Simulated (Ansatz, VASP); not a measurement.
# C: VASP beside Ansatz

```
C
1.0
     0.02614    1.77066    1.77066
     1.77066    0.02614    1.77066
     1.77066    1.77066    0.02614
C
2
Direct
  0.00017 0.00017 0.00017
  0.24983 0.24983 0.24983
```

Change from the starting cell: epitaxial_111 strain -2.0%.

Alike in both runs: task single point; functional r2SCAN; k mesh 12 × 12 × 12; no spin polarisation.

|  | VASP | Ansatz |
| --- | --- | --- |
| version | VASP 6.6.1 | Ansatz 0.2.0 |
| potentials or method | VASP PAW PBE potentials, release 64 (C) | plane waves, PAW |
| plane-wave cutoff (eV) | 520 | 500 |
| occupations | gaussian, width 0.01 eV | fixed |
| valence electrons in the cell | 8 | 8 |

Ansatz gave:

| Property | Result |
| --- | --- |
| gap on the k mesh at the Fermi level (eV) | 4.43 |
| pressure (GPa) | 18.8 |
| traceless stress, the component that is largest in VASP (GPa) | -9.42 |
| rms of the force components (eV/Å) | 0.000 |

Question: What did VASP give for the same quantities?

Answer: gap on the k mesh at the Fermi level (eV): 4.40; pressure (GPa): 20.1; traceless stress, the component that is largest in VASP (GPa): -9.48; rms of the force components (eV/Å): 0.006.

VASP's potentials were made for PBE, not for r2SCAN. Atom by atom the forces differ by 0.006 eV/Å (rms over components).
